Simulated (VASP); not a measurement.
Here is a VASP 6.6.1 calculation.

INCAR

```
PREC = Accurate
ENCUT = 600
EDIFF = 1E-6
ISMEAR = 0
SIGMA = 0.1
LREAL = F
LASPH = T
NELM = 60
ALGO = Normal
ISIF = 3
LWAVE = F
LCHARG = F
GGA = PE
IBRION = 2
NSW = 100
EDIFFG = -0.01
```

Contents of KPOINTS:

```
Automatic mesh
0
Gamma
  18 18 16
```

File POSCAR:

```
Al
1.0
    2.7825281607      0.0000000000      0.0000000000
   -1.3912640803      2.4097400739      0.0000000000
    0.0000000000      0.0000000000      2.7866192483
Al
1
Direct
    0.0000000000      0.0000000000      0.0000000000
```

Potentials or basis: VASP PAW PBE potentials, release 64 (Al).

The run is started by

```sh
$ cat potpaw_PBE.64/Al/POTCAR > POTCAR
$ mpirun -np 1 vasp_std > vasp.out
```

Problem. Estimate the space group after relaxing (to 0.05 Å).

Solution. P6/mmm (No. 191).

Problem. What does it give for the relaxed volume?

Solution. 18.78 Å³/atom.

Problem. Predict the relaxed cell.

Solution. a = 2.786 Å, b = 2.786 Å, c = 2.795 Å, α = 90.00°, β = 90.00°, γ = 120.00°.

Stress tensor (GPa, compression positive):
```
-0.08  0.00  0.00
 0.00 -0.08  0.00
 0.00  0.00  0.08
```
